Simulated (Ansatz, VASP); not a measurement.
NaH: VASP beside Ansatz

The input INCAR:

```
SYSTEM = NaH
  ALGO = Normal
  EDIFF = 1E-7
  EDIFFG = -0.04
  ENCUT = 500
  GGA = PE
  GGA_COMPAT = .False.
  IBRION = 2
  ISIF = 3
  ISMEAR = 0
  LASPH = .True.
  LCHARG = .False.
  LREAL = .False.
  LWAVE = .False.
  NELM = 120
  NELMIN = 4
  NSW = 90
  PREC = Accurate
  SIGMA = 0.1
```

KPOINTS

```
k-points
0
Gamma
  6 4 6
  0 0 0
```

File POSCAR:

```
NaH
1.0
    3.2714090700      0.0000000000      0.0000000000
    0.0000000000      4.4766882600      0.0000000000
    0.0000000000      0.0000000000      3.1204831000
Na H
2 2
Direct
    0.5000000000      0.5000000000      0.7073100100
    0.0000000000      0.0000000000      0.2926899900
    0.0000000000      0.5000000000      0.2150069700
    0.5000000000      0.0000000000      0.7849930300
```

Input for Ansatz:

```yaml
crystal:
  lattice:
    - [3.27140907, 0.0, 0.0]
    - [0.0, 4.47668826, 0.0]
    - [0.0, 0.0, 3.1204831]
  atoms:
    - { symbol: Na, position: [0.5, 0.5, 0.70731001] }
    - { symbol: Na, position: [0.0, 0.0, 0.29268999] }
    - { symbol: H, position: [0.0, 0.5, 0.21500697] }
    - { symbol: H, position: [0.5, 0.0, 0.78499303] }
basis:
  ecutwfc: 420
kpoints:
  mp_grid: { grid: [6, 4, 6] }
hamiltonian:
  xc: pbe
scf:
  occupations: { method: gaussian, width: 0.1 }
  lower_state_search: "off"
output:
  forces: true
  stress: true
  eigenvalues: true
relax:
  adjacent_minimum: "off"
  f_tol: 0.04
  max_steps: 70
  cell: { stress_tol: 0.4 }
```

Change from the starting cell: species swapped into the CrN type (Pmmn, No. 59).

Alike in both runs: task relaxation of cell and atoms; functional PBE; k mesh 6 × 4 × 6; occupations gaussian, width 0.1 eV; no spin polarisation.

|  | VASP | Ansatz |
| --- | --- | --- |
| version | VASP 6.6.1 | Ansatz 0.2.0 |
| potentials or method | VASP PAW PBE potentials, release 64 (Na_pv, H), cutoff 500 eV | scalar-relativistic, plane waves, PAW |
| valence electrons in the cell | 16 | 20 |

|  | VASP | Ansatz | Ansatz less VASP |
| --- | --- | --- | --- |
| gap on the k mesh at the Fermi level, each at its own relaxed structure (eV) | 3.75 | 3.77 | +0.024 |
| relaxed volume (Å³/atom) | 13.91 | 13.99 | +0.075 |
| relaxed length of the cell vector where the two differ most in proportion (Å) | 3.377 | 3.412 | +0.0345 |

VASP's potentials hold 16 valence electrons a cell and Ansatz's 20, so a difference there can come from the potentials and not from the codes.

Noted on VASP's run: the volume moved by over 15 % at a fixed basis, so the end points are rough.
